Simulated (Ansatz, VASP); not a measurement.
# One calculation of GaN, two programs

```
CELL_PARAMETERS angstrom
0.00000 2.20750 2.20750
2.20750 0.00000 2.20750
2.20750 2.20750 0.00000
ATOMIC_POSITIONS crystal
Ga 0.00000 0.00000 0.00000
N 0.25000 0.25000 0.25000
```

Alike in both runs: task single point; functional r2SCAN; dispersion D3(BJ); k mesh 10 × 10 × 10; occupations fermi-dirac, width 0.05 eV; no spin polarisation.

|  | VASP | Ansatz |
| --- | --- | --- |
| version | VASP 6.6.1 | Ansatz 0.2.0 |
| potentials or method | VASP PAW PBE potentials, release 64 (Ga_d, N) | Ansatz PAW |
| plane-wave cutoff (eV) | 520 | 500 |
| valence electrons in the cell | 18 | 18 |

VASP gave:

- gap on the k mesh at the Fermi level (eV): 2.53
- least direct gap on the mesh (eV): 2.53
- pressure (GPa): 11.7

What did Ansatz give for the same quantities?

gap on the k mesh at the Fermi level (eV): 2.54; least direct gap on the mesh (eV): 2.54; pressure (GPa): 10.4.

VASP's potentials were made for PBE, not for r2SCAN.
